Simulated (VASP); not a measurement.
Write the native input for VASP 6.6.1 that does the following.

| Item | Value |
| --- | --- |
| Task | single point |
| Functional | r2SCAN |
| Potentials or basis | VASP PAW PBE potentials, release 64 (Ti_sv, Co) |
| Cutoff | 520 eV |
| k mesh | 10 × 10 × 10 |
| Occupations | gaussian, width 0.1 eV |
| Spin | no spin polarisation |
| Dipole correction | no |
| Further INCAR settings | ALGO = Normal; EDIFF = 1e-06; NBANDS = 39 |

TiCo2:

```xyz
6
Lattice="0.0000 3.3520 3.3520 3.3520 0.0000 3.3520 3.3520 3.3520 0.0000" Properties=species:S:1:pos:R:3 pbc="T T T"
Ti    3.3520    3.3520    3.3520
Ti    5.0280    5.0280    5.0280
Co    0.8380    0.8380    0.8380
Co    0.8380    2.5140    2.5140
Co    2.5140    2.5140    0.8380
Co    2.5140    0.8380    2.5140
```

One way to write it, as run:

POSCAR

```
TiCo2
1.0
    0.0000000000      3.3520000000      3.3520000000
    3.3520000000      0.0000000000      3.3520000000
    3.3520000000      3.3520000000      0.0000000000
Ti Co
2 4
Direct
    0.5000000000      0.5000000000      0.5000000000
    0.7500000000      0.7500000000      0.7500000000
    0.1250000000      0.1250000000      0.1250000000
    0.6250000000      0.1250000000      0.1250000000
    0.1250000000      0.1250000000      0.6250000000
    0.1250000000      0.6250000000      0.1250000000
```

INCAR.step1

```
SYSTEM = TiCo2
PREC     = Accurate       ! precision mode
ENCUT    = 520            ! plane-wave cutoff, eV
ISMEAR   = 0              ! smearing method
SIGMA    = 0.1            ! smearing width, eV
LREAL    = .FALSE.        ! projectors in reciprocal space
LASPH    = .TRUE.         ! aspherical terms in the spheres
NELM     = 60             ! most SCF steps
NBANDS   = 39             ! bands
GGA      = PE             ! functional
ALGO     = Normal         ! electronic algorithm
EDIFF    = 1E-4           ! SCF threshold, eV
LWAVE    = .TRUE.         ! write WAVECAR
LCHARG   = .FALSE.        ! write CHGCAR
```

INCAR.step2

```
SYSTEM = TiCo2
PREC     = Accurate       ! precision mode
ENCUT    = 520            ! plane-wave cutoff, eV
EDIFF    = 1E-6           ! SCF threshold, eV
ISMEAR   = 0              ! smearing method
SIGMA    = 0.1            ! smearing width, eV
LREAL    = .FALSE.        ! projectors in reciprocal space
LASPH    = .TRUE.         ! aspherical terms in the spheres
NELM     = 60             ! most SCF steps
ALGO     = Normal         ! electronic algorithm
ISIF     = 2              ! what is computed and relaxed
LWAVE    = .FALSE.        ! write WAVECAR
LCHARG   = .FALSE.        ! write CHGCAR
METAGGA  = R2SCAN         ! meta-GGA
LMIXTAU  = .TRUE.       
NBANDS   = 39             ! bands
ISTART   = 1
```

KPOINTS

```
regular mesh
0
G
  10 10 10
  0 0 0
```

Potentials or basis: VASP PAW PBE potentials, release 64 (Ti_sv, Co).

The run is started by

```console
$ cat potpaw_PBE.64/Ti_sv/POTCAR potpaw_PBE.64/Co/POTCAR > POTCAR
$ cp INCAR.step1 INCAR
$ mpirun -np 1 vasp_std > vasp.out
$ cp INCAR.step2 INCAR
$ mpirun -np 1 vasp_std > vasp.out
```

It gave:

```yaml
Pressure: -11.2 GPa
Band_gap_on_the_k_mesh: zero (bands 30 and 31 overlap by 0.87 eV)
```

Caveat: the cell stands under tension; the PAW data sets were made with another functional, which shifts forces and pressure a little; the run has no spin polarisation, though such a crystal can be magnetic.

It took 13 min on 1 thread of Intel Xeon 8259CL (shared host), peak memory 0.29 GiB.
